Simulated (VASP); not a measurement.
Runs of VASP 6.6.1 on Al. The structure is that of space group Fm-3m (No. 225), or close to it. The cells are those of the table. 

```tsv
cell	gap on the mesh (eV)	pressure (GPa)
a = 2.906, b = 2.906, c = 2.862 Å, angles 60.5, 60.5, 59.0°, 1 atom	none	-6.8
a = 2.927, b = 2.927, c = 2.948 Å, angles 59.8, 59.8, 60.5°, 1 atom	none	-9.1
a = 2.884, b = 2.884, c = 2.905 Å, angles 59.8, 59.8, 60.5°, 1 atom	none	-6.8
a = 2.927, b = 2.927, c = 2.905 Å, angles 60.2, 60.2, 59.5°, 1 atom	none	-8.4
a = 2.863, b = 2.863, c = 2.905 Å, angles 59.5, 59.5, 61.0°, 1 atom	none	(a)
```

Alike in all rows: task single point; level PBEsol+D3(BJ); potentials or basis VASP PAW PBE potentials, release 64 (Al); no spin polarisation; k mesh 20 × 20 × 20; cutoff (eV) 520; smearing gaussian 0.15 eV.

Question: Fill in the values left out.

Answer: (a) -5.9.

Caveats: the PAW data sets were made with another functional, which shifts forces and pressure a little; pairwise dispersion overbinds metals, which lowers pressure and volume.

A gap of «none» marks levels without a gap at the run's occupations.
